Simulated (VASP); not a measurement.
Set up this calculation in VASP 6.6.1, as the native input.

```yaml
Task: relaxation of cell and atoms
Functional: PBE
Potentials_or_basis: VASP PAW PBE potentials, release 64 (Zn)
Cutoff: 500 eV
k_mesh: 7 × 7 × 7
Occupations: methfessel-paxton, width 0.05 eV
Spin: no spin polarisation
Dipole_correction: no
Further_INCAR_settings: ALGO = Normal; EDIFF = 1e-07; IBRION = 2; EDIFFG = -0.01; NSW = 80; ISIF = 3
```

The structure of Zn lies in POSCAR:

```
Zn
1.0
    0.0000000000      2.7100000000      2.7100000000
    2.7100000000      0.0000000000      2.7100000000
    2.7100000000      2.7100000000      0.0000000000
Zn
2
Direct
    1.0000000000      1.0000000000      1.0000000000
    0.2500000000      0.2500000000      0.2500000000
```

This isn't the form of Zn at room conditions, which is hcp.

The input as run:

INCAR

```
SYSTEM = Zn
PREC     = Accurate       ! precision mode
ENCUT    = 500            ! plane-wave cutoff, eV
EDIFF    = 1E-7           ! SCF threshold, eV
ISMEAR   = 1              ! smearing method
SIGMA    = 0.05           ! smearing width, eV
LREAL    = .FALSE.        ! projectors in reciprocal space
LASPH    = .TRUE.         ! aspherical terms in the spheres
NELM     = 120            ! most SCF steps
ALGO     = Normal         ! electronic algorithm
ISIF     = 3              ! what is computed and relaxed
LWAVE    = .FALSE.        ! write WAVECAR
LCHARG   = .FALSE.        ! write CHGCAR
GGA      = PE             ! functional
IBRION   = 2              ! ionic algorithm
NSW      = 80             ! ionic steps
EDIFFG   = -0.01          ! ionic threshold
GGA_COMPAT= .FALSE.      
NELMIN   = 4
```

KPOINTS

```
regular mesh
0
G
  7 7 7
  0 0 0
```

Potentials or basis: VASP PAW PBE potentials, release 64 (Zn).

Launch:

```console
$ cat potpaw_PBE.64/Zn/POTCAR > POTCAR
$ mpirun -np 1 vasp_std > vasp.out
```

Results of the run:

```
Relaxed volume                        : 24.88 Å³/atom
Relaxed cell                          : a = 4.129 Å, b = 4.129 Å, c = 4.129 Å, α = 60.00°, β = 60.00°, γ = 60.00°
Space group after relaxing (to 0.1 Å) : Fd-3m (No. 227)
Energy gained by relaxing             : 133.5 meV/atom
Ionic steps                           : 4
Pressure after relaxing               : 0.0 GPa
Band gap on the k mesh                : zero (bands 12 and 13 overlap by 5.63 eV)
```

Caveat: the volume moved by over 15 % at a fixed basis, so the end points are rough.

Wall time 29 s on 1 thread of Intel(R) Xeon(R) Platinum 8488C (Sapphire Rapids), on a shared host, peak memory 0.15 GiB.
